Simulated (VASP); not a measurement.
# BP (F-43m) in VASP: notebook

Runs on BP. Level: PBEsol. Tasks: single point.

Everything below comes from runs of VASP 6.6.1. Logs are shortened: lines on timing, memory, paths and dates and some standing lists are left out, and cuts for length are marked.

## Step 1: The cell of the first run

Symmetry: F-43m, No. 216, cubic system. Conventional cell: a = 4.520 Å, b = 4.520 Å, c = 4.520 Å, α = 90.00°, β = 90.00°, γ = 90.00°. B (site symmetry -43m) has 4 P at 1.96 Å within 2.6 Å. P (site symmetry -43m) has 4 B at 1.96 Å within 2.6 Å.

## Step 2: Single point, PBEsol

Contents of INCAR:

```
SYSTEM = BP
PREC = Accurate
ENCUT = 520
EDIFF = 1E-6
ISMEAR = 0
SIGMA = 0.05
LREAL = .FALSE.
LASPH = .TRUE.
NELM = 100
ALGO = Normal
ISIF = 2
LWAVE = .FALSE.
LCHARG = .TRUE.
GGA = PS
LELF = .TRUE.
LVHAR = .TRUE.
NBANDS = 11
```

Contents of KPOINTS:

```
regular mesh
0
G
  12 12 12
  0 0 0
```

Contents of POSCAR:

```
BP
1.0
    0.0000000000      2.2599777129      2.2599777129
    2.2599777129      0.0000000000      2.2599777129
    2.2599777129      2.2599777129      0.0000000000
B P
1 1
Direct
    0.0000000000      0.0000000000      0.0000000000
    0.7500000000      0.7500000000      0.7500000000
```

Potentials or basis: VASP PAW PBE potentials, release 64 (B, P).

On the command line:

```sh
> cat potpaw_PBE.64/B/POTCAR potpaw_PBE.64/P/POTCAR > POTCAR
> mpirun -np 1 vasp_std > vasp.out
```

OUTCAR:

```text
SYSTEM = BP
   PREC = Accurate
   ENCUT = 520
   EDIFF = 1E-6
   ISMEAR = 0
   LREAL = .FALSE.
   LASPH = .TRUE.
   NELM = 100
   ISIF = 2
   GGA = PS

 ion  position               nearest neighbor table
   1  0.000  0.000  0.000-   2 1.96   2 1.96   2 1.96   2 1.96
   2  0.750  0.750  0.750-   1 1.96   1 1.96   1 1.96   1 1.96

  LATTYP: Found a face centered cubic cell.
 ALAT       =     4.5199554258

  Lattice vectors:

 A1 = (   0.0000000000,   2.2599777129,   2.2599777129)
 A2 = (   2.2599777129,   0.0000000000,   2.2599777129)
 A3 = (   2.2599777129,   2.2599777129,   0.0000000000)

Analysis of symmetry for initial positions (statically):
=====================================================================
 Subroutine PRICEL returns:
 Original cell was already a primitive cell.

 Routine SETGRP: Setting up the symmetry group for a
 face centered cubic supercell.

 Subroutine GETGRP returns: Found 24 space group operations
 (whereof 24 operations were pure point group operations)
 out of a pool of 48 trial point group operations.

The static configuration has the point symmetry T_d .

Analysis of symmetry for dynamics (positions and initial velocities):
=====================================================================
 Subroutine PRICEL returns:
 Original cell was already a primitive cell.

 Routine SETGRP: Setting up the symmetry group for a
 face centered cubic supercell.

 Subroutine GETGRP returns: Found 24 space group operations
 (whereof 24 operations were pure point group operations)
 out of a pool of 48 trial point group operations.

The dynamic configuration has the point symmetry T_d .

 Subroutine INISYM returns: Found 24 space group operations
 (whereof 24 operations are pure point group operations),
 and found     1 'primitive' translations

----------------------------------------------------------------------------------------

                                     Primitive cell

  volume of cell :      23.0857

  direct lattice vectors                    reciprocal lattice vectors
     0.000000000  2.259977713  2.259977713    -0.221241120  0.221241120  0.221241120
     2.259977713  0.000000000  2.259977713     0.221241120 -0.221241120  0.221241120
     2.259977713  2.259977713  0.000000000     0.221241120  0.221241120 -0.221241120

  length of vectors
     3.196091132  3.196091132  3.196091132     0.383200860  0.383200860  0.383200860

  position of ions in fractional coordinates (direct lattice)
     0.000000000  0.000000000  0.000000000
     0.750000000  0.750000000  0.750000000

[... 85 lines left out ...]
   TEBEG  =    0.0;   TEEND  =   0.0 temperature during run
   PSTRESS=    0.0 pullay stress
   NELECT =       8.0000    total number of electrons
   NUPDOWN=      -1.0000    fix difference up-down
   EMIN   =  10.00;   EMAX   =-10.00  energy-range for DOS
   EFERMI =   0.00;   METHOD = LEGACY
   ISMEAR =     0;   SIGMA  =   0.05  broadening in eV -4-tet -1-fermi 0-gaus
   EFERMI_NEDOS =   21; number of points for ismear=-14 and -15
   IALGO  =     38    algorithm
   IMIX   =      4    mixing-type and parameters
     AMIX     =   0.40;   BMIX     =  1.00
     AMIX_MAG =   1.60;   BMIX_MAG =  1.00
  volume/ion in A,a.u.               =      11.54        77.89
  Fermi-wavevector in a.u.,A,eV,Ry     =   1.149893  2.172982 17.990349  1.322253
  Thomas-Fermi vector in A             =   2.286560
   LORBIT       =      0    0 simple, 1 ext, 2 COOP (PROOUT), +10 PAW based schemes
   GGA     = PS    functional components
   LHFCALC =     F    Hartree Fock is set to
   AEXX    =    0.0000 exact exchange contribution
   IVDW    =     0    specifies the selected vdW correction
   LEPSILON=     F    determine dielectric tensor
   LRPA    =     F    only Hartree local field effects (RPA)
 non-spin polarized calculation
 Gauss-broadening in eV      SIGMA  =   0.05
  energy-cutoff  :      520.00
  volume of cell :       23.09
 maximum number of plane-waves:       636
   NGX = 11   NGY = 11   NGZ = 11

 number of electron       8.0000001 magnetization

 Free energy of the ion-electron system (eV)
  ---------------------------------------------------
  ext. energy  EPLUGINS =         0.00000000
  ---------------------------------------------------
  free energy    TOTEN  =       -13.67391656 eV

  energy without entropy =      -13.67391656  energy(sigma->0) =      -13.67391656

 E-fermi :   7.8405     XC(G=0): -11.0963

 val. band max:        7.5472066253   @ k =   0.0000   0.0000   0.0000
 cond. band min:       8.6563320550   @ k =   0.4167   0.4167   0.0000
 fundamental gap:      1.1091254298
 Fermi energy:         7.8404862625

 k-point     1 :       0.0000    0.0000    0.0000
  band No.  band energies     occupation
      1      -8.0580      2.00000
      2       7.5472      2.00000
      3       7.5472      2.00000
      4       7.5472      2.00000
      5      10.9220      0.00000
      6      10.9220      0.00000
      7      10.9220      0.00000
      8      15.0715      0.00000
      9      18.8721      0.00000
     10      19.7041      0.00000
     11      19.7041      0.00000
[... 309 lines left out ...]
 k-point    24 :      -0.4167    0.1667    0.0000
  band No.  band energies     occupation
      1      -4.3323      2.00000
      2      -1.1620      2.00000
      3       3.5810      2.00000
      4       5.1927      2.00000
      5      11.0168      0.00000
      6      13.6425      0.00000
      7      13.8616      0.00000
      8      17.9445      0.00000
      9      19.4732      0.00000
     10      20.3642      0.00000
     11      23.5782      0.00000

 [... further k-points ...]

------------------------ aborting loop because EDIFF is reached ----------------------------------------

  FORCE on cell =-STRESS in cart. coord.  units (eV):
  Direction    XX          YY          ZZ          XY          YZ          ZX
  --------------------------------------------------------------------------------------
  -------------------------------------------------------------------------------------
  Total        0.0175329      0.0175329      0.0175329     -0.0000000      0.0000000     -0.0000000
  in kB        1.2168075      1.2168075      1.2168075     -0.0000000      0.0000000     -0.0000000
  external PRESSURE =       1.2168075 kB  Pullay stress =       0.0000000 kB

 VOLUME and BASIS-vectors are now :
 -----------------------------------------------------------------------------
  energy-cutoff  :      520.00
  volume of cell :       23.09
      direct lattice vectors                 reciprocal lattice vectors
     0.000000000  2.259977713  2.259977713    -0.221241120  0.221241120  0.221241120
     2.259977713  0.000000000  2.259977713     0.221241120 -0.221241120  0.221241120
     2.259977713  2.259977713  0.000000000     0.221241120  0.221241120 -0.221241120

 POSITION                                       TOTAL-FORCE (eV/Angst)
 -----------------------------------------------------------------------------------
      0.00000      0.00000      0.00000         0.000000      0.000000      0.000000
      3.38997      3.38997      3.38997        -0.000000     -0.000000     -0.000000
 -----------------------------------------------------------------------------------
    total drift:                               -0.000000     -0.000000     -0.000000

  FREE ENERGIE OF THE ION-ELECTRON SYSTEM (eV)
  ---------------------------------------------------
  free  energy   TOTEN  =       -13.6739165608 eV

  energy  without entropy=      -13.6739165608  energy(sigma->0) =      -13.67391656
```

stdout:

```text
POSCAR found type information on POSCAR B P
 POSCAR found :  2 types and       2 ions
 scaLAPACK will be used
 -----------------------------------------------------------------------------
|                                                                             |
|                                                                             |
|     You enforced a specific xc type in the INCAR file but a different       |
|     I HOPE YOU KNOW WHAT YOU ARE DOING!                                     |
|                                                                             |
 -----------------------------------------------------------------------------

 LDA part: xc-table for (Slater+PW92), standard interpolation
 POSCAR, INCAR and KPOINTS ok, starting setup
 FFT: planning ... GRIDC
 FFT: planning ... GRID_SOFT
 FFT: planning ... GRID
 WAVECAR not read
 entering main loop
```

It took 18 s on 1 thread of Intel Xeon Platinum 8259CL at 2.50GHz (Skylake/Cascade Lake), shared host; peak memory 0.14 GiB.

What came out:

```
Free energy            : -13.6739 eV
Pressure               : 0.1 GPa
Band gap on the k mesh : 1.11 eV, indirect (least direct gap 3.37 eV)
```

Caveat: the PAW data sets were made with another functional, which shifts forces and pressure a little.

## Step 3: Single point, PBEsol

This run uses another cell than the first one, of 11.68 Å³/atom, 1.012 times its volume.

Contents of INCAR:

```
SYSTEM = BP
  PREC = Accurate
  ENCUT = 500
  EDIFF = 1E-6
  ISMEAR = 0
  SIGMA = 0.1
  LREAL = .FALSE.
  LASPH = .TRUE.
  NELM = 120
  ALGO = Normal
  ISIF = 2
  LWAVE = .FALSE.
  LCHARG = .TRUE.
  GGA = PS
  LELF = .TRUE.
  LVHAR = .TRUE.
  NBANDS = 11
  GGA_COMPAT = .FALSE.
```

Contents of KPOINTS:

```
regular mesh
0
G
  6 6 6
  0 0 0
```

Contents of POSCAR:

```
BP
1.0
    0.0000000000      2.2690000000      2.2690000000
    2.2690000000      0.0000000000      2.2690000000
    2.2690000000      2.2690000000      0.0000000000
B P
1 1
Direct
    0.0000000000      0.0000000000      0.0000000000
    0.7500000000      0.7500000000      0.7500000000
```

Potentials or basis: VASP PAW PBE potentials, release 64 (B, P).

On the command line:

```sh
> cat potpaw_PBE.64/B/POTCAR potpaw_PBE.64/P/POTCAR > POTCAR
> mpirun -np 1 vasp_std > vasp.out
```

OUTCAR:

```text
SYSTEM = BP
   PREC = Accurate
   ENCUT = 500
   EDIFF = 1E-6
   ISMEAR = 0
   LREAL = .FALSE.
   LASPH = .TRUE.
   NELM = 120
   ISIF = 2
   GGA = PS

 ion  position               nearest neighbor table
   1  0.000  0.000  0.000-   2 1.97   2 1.97   2 1.97   2 1.97
   2  0.750  0.750  0.750-   1 1.97   1 1.97   1 1.97   1 1.97

  LATTYP: Found a face centered cubic cell.
 ALAT       =     4.5380000000

  Lattice vectors:

 A1 = (   0.0000000000,   2.2690000000,   2.2690000000)
[... 398 lines left out ...]

------------------------ aborting loop because EDIFF is reached ----------------------------------------

  FORCE on cell =-STRESS in cart. coord.  units (eV):
  Direction    XX          YY          ZZ          XY          YZ          ZX
  --------------------------------------------------------------------------------------
  -------------------------------------------------------------------------------------
  Total       -0.2503970     -0.2503970     -0.2503970      0.0000000     -0.0000000     -0.0000000
  in kB      -17.1714199    -17.1714199    -17.1714199      0.0000000     -0.0000000     -0.0000000
  external PRESSURE =     -17.1714199 kB  Pullay stress =       0.0000000 kB

 VOLUME and BASIS-vectors are now :
 -----------------------------------------------------------------------------
  energy-cutoff  :      500.00
  volume of cell :       23.36
      direct lattice vectors                 reciprocal lattice vectors
     0.000000000  2.269000000  2.269000000    -0.220361393  0.220361393  0.220361393
     2.269000000  0.000000000  2.269000000     0.220361393 -0.220361393  0.220361393
     2.269000000  2.269000000  0.000000000     0.220361393  0.220361393 -0.220361393

 POSITION                                       TOTAL-FORCE (eV/Angst)
 -----------------------------------------------------------------------------------
      0.00000      0.00000      0.00000        -0.000000      0.000000      0.000000
      3.40350      3.40350      3.40350         0.000000     -0.000000     -0.000000
 -----------------------------------------------------------------------------------
    total drift:                               -0.000000     -0.000000     -0.000000

  FREE ENERGIE OF THE ION-ELECTRON SYSTEM (eV)
  ---------------------------------------------------
  free  energy   TOTEN  =       -13.6537868221 eV

  energy  without entropy=      -13.6537868221  energy(sigma->0) =      -13.65378682
```

stdout:

```text
POSCAR found type information on POSCAR B P
 POSCAR found :  2 types and       2 ions
 scaLAPACK will be used
 -----------------------------------------------------------------------------
|                                                                             |
|                                                                             |
|     You enforced a specific xc type in the INCAR file but a different       |
|     I HOPE YOU KNOW WHAT YOU ARE DOING!                                     |
|                                                                             |
 -----------------------------------------------------------------------------

 LDA part: xc-table for (Slater+PW92), standard interpolation
 POSCAR, INCAR and KPOINTS ok, starting setup
 FFT: planning ... GRIDC
 FFT: planning ... GRID_SOFT
 FFT: planning ... GRID
 WAVECAR not read
 entering main loop
```

It took 9.1 s on 1 thread of Intel Xeon 8259CL, shared host; peak memory 0.13 GiB.

What came out:

```yaml
Free_energy: -13.6538 eV
Pressure: -1.7 GPa
Band_gap_on_the_k_mesh: 1.22 eV, indirect (least direct gap 3.35 eV)
```

Caveat: the PAW data sets were made with another functional, which shifts forces and pressure a little. A k mesh can miss the band edges.

(Part 1 of 2 ends here.)
